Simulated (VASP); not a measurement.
The system is CaSe.

```
Ca Se
1.0
     4.13168    0.00000    0.00000
    -2.06584    3.57814    0.00000
     0.00000    0.00000    7.16250
Ca Se
2 2
Direct
  0.00000 0.00000 0.00000
  0.00000 0.00000 0.50000
  0.33333 0.66667 0.25000
  0.66667 0.33333 0.75000
```

Program: VASP 6.6.1. Alike in all runs: task single point; no spin polarisation; cell as given; k mesh 6 × 6 × 2; cutoff (eV) 520; smearing gaussian 0.01 eV.

Question: Order these runs on this cell by their band gap on the k mesh, lowest first.
A. level PBE; potentials or basis VASP PAW PBE potentials, release 64 (Ca_sv, Se)
B. level LDA; potentials or basis VASP PAW LDA potentials, release 64 (Ca_sv, Se)
C. level r2SCAN; potentials or basis VASP PAW PBE potentials, release 64 (Ca_sv, Se)

Answer: B (2.03 eV), A (2.19 eV), C (2.69 eV).

Caveats: all runs use coarse meshes.

A k mesh can miss the band edges.
